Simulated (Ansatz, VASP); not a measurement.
Al5GaN6 in VASP and in Ansatz

```
CELL_PARAMETERS angstrom
2.05357 -6.16076 0.00000
2.05357 6.16076 0.00000
0.00000 0.00000 4.10582
ATOMIC_POSITIONS crystal
Al 0.33236 0.66764 0.00000
Al 0.83337 0.16663 0.50000
Al 0.66764 0.33236 0.00000
Al 0.16663 0.83337 0.50000
Al 0.00000 0.00000 0.00000
Ga 0.50000 0.50000 0.50000
N 0.67028 0.32972 0.50000
N 0.16592 0.83408 0.00000
N 0.00000 0.00000 0.50000
N 0.50000 0.50000 0.00000
N 0.32972 0.67028 0.50000
N 0.83408 0.16592 0.00000
```

Alike in both runs: task relaxation of cell and atoms; functional PBE; k mesh 6 × 6 × 6; occupations gaussian, width 0.02 eV; no spin polarisation.

|  | VASP | Ansatz |
| --- | --- | --- |
| version | VASP 6.6.1 | Ansatz 0.2.0 |
| potentials or method | VASP PAW PBE potentials, release 64 (Al, Ga_d, N), cutoff 600 eV | scalar-relativistic, plane waves, PAW |
| valence electrons in the cell | 58 | 58 |

```tsv
	VASP	Ansatz	Ansatz less VASP
gap on the k mesh at the Fermi level, each at its own relaxed structure (eV)	2.78	2.78	+0.009
relaxed volume (Å³/atom)	8.65	8.66	+0.009
relaxed cell length with the largest relative difference (Å)	6.492	6.495	+0.0031
```
